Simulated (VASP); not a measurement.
Set up this calculation in VASP 6.6.1, as the native input.

- Task: single point
- Functional: PBE
- Potentials or basis: VASP PAW PBE potentials, release 64 (Rb_sv)
- Cutoff: 520 eV
- k mesh: 9 × 9 × 5
- Occupations: fermi-dirac, width 0.08 eV
- Spin: no spin polarisation
- Dipole correction: no
- Further INCAR settings: ALGO = Normal; EDIFF = 1e-06; NBANDS = 16

The structure of Rb lies in POSCAR:

```
Rb
1.0
    4.6011738063      0.0000000000      0.0000000000
   -2.3005869031      3.9847334035      0.0000000000
    0.0000000000      0.0000000000      7.5913527567
Rb
2
Direct
    0.3333333333      0.6666666667      0.2500000000
    0.6666666667      0.3333333333      0.7500000000
```

This isn't the form of Rb at room conditions, which is bcc.

These files were run (other wordings do the same):

INCAR

```
SYSTEM = Rb
PREC = Accurate
ENCUT = 520
EDIFF = 1E-6
ISMEAR = -1
SIGMA = 0.08
LREAL = .FALSE.
LASPH = .TRUE.
NELM = 60
ALGO = Normal
ISIF = 2
LWAVE = .FALSE.
LCHARG = .FALSE.
GGA = PE
NBANDS = 16
```

KPOINTS

```
regular mesh
0
G
  9 9 5
  0 0 0
```

Potentials or basis: VASP PAW PBE potentials, release 64 (Rb_sv).

Command:

```sh
$ cat potpaw_PBE.64/Rb_sv/POTCAR > POTCAR
$ mpirun -np 1 vasp_std > vasp.out
```

Results of the run:

```json
{
 "Pressure": "1.2 GPa",
 "Band gap on the k mesh": "zero (bands 9 and 10 overlap by 2.17 eV)"
}
```

Wall time 22 s on 1 thread of Intel(R) Xeon(R) 6975P-C (Granite Rapids), with other jobs on the host, peak memory 0.27 GiB.
